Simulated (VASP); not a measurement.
A run of VASP 6.6.1 is set up as follows.

Contents of INCAR:

```
SYSTEM = ZrNb2N3
PREC     = Accurate       ! precision mode
ENCUT    = 600            ! plane-wave cutoff, eV
EDIFF    = 1E-7           ! SCF threshold, eV
ISMEAR   = 0              ! smearing method
SIGMA    = 0.15           ! smearing width, eV
LREAL    = .FALSE.        ! projectors in reciprocal space
LASPH    = .TRUE.         ! aspherical terms in the spheres
NELM     = 120            ! most SCF steps
ALGO     = Normal         ! electronic algorithm
ISIF     = 3              ! what is computed and relaxed
LWAVE    = .FALSE.        ! write WAVECAR
LCHARG   = .FALSE.        ! write CHGCAR
GGA      = PE             ! functional
IBRION   = 2              ! ionic algorithm
NSW      = 36             ! ionic steps
EDIFFG   = -0.08          ! ionic threshold
GGA_COMPAT= .FALSE.      
NELMIN   = 4
```

The input KPOINTS:

```
Automatic mesh
0
G
  4 4 2
  0 0 0
```

Contents of POSCAR:

```
ZrNb2N3
1.0
    3.9449913500      0.0000000000      0.0000000000
   -1.9724956700      3.4164627300      0.0000000000
    0.0000000000      0.0000000000      5.8321174000
Zr Nb N
1 2 3
Direct
    0.0000000000      0.0000000000      0.7886582900
    0.3333333300      0.6666666700      0.2440783900
    0.3333333300      0.6666666700      0.6419498500
    0.5222506300      0.4777493700      0.0231671700
    0.5222506300      0.0445012700      0.0231671700
    0.9554987300      0.4777493700      0.0231671700
```

Potentials or basis: VASP PAW PBE potentials, release 64 (Zr_sv, Nb_sv, N).

The run is started by

```console
$ cat potpaw_PBE.64/Zr_sv/POTCAR potpaw_PBE.64/Nb_sv/POTCAR potpaw_PBE.64/N/POTCAR > POTCAR
$ mpirun -np 1 vasp_std > vasp.out
```

Q: What does it give for the space group after relaxing (to 0.1 Å)?

A: P-6m2 (No. 187).

Q: Predict the band gap on the k mesh.

A: Zero (an odd number of electrons rules out a gap without spin polarisation).

Q: What does it give for the relaxed volume?

A: 19.80 Å³/atom.

Final structure:
```
Zr Nb N
1.0
     4.87867    0.00000    0.00000
    -2.43934    4.22505    0.00000
     0.00000    0.00000    5.76381
Zr Nb N
1 2 3
Direct
  0.00000 0.00000 0.95598
  0.33333 0.66667 0.19074
  0.33333 0.66667 0.72452
  0.50120 0.49880 0.95765
  0.50120 0.00240 0.95765
  0.99760 0.49880 0.95765
```

Caveat: the k points lie up to 0.55 Å⁻¹ apart in the final cell, too coarse for converged energies and pressures of a metal; the volume moved by over 15 % at a fixed basis, so the end points are rough.
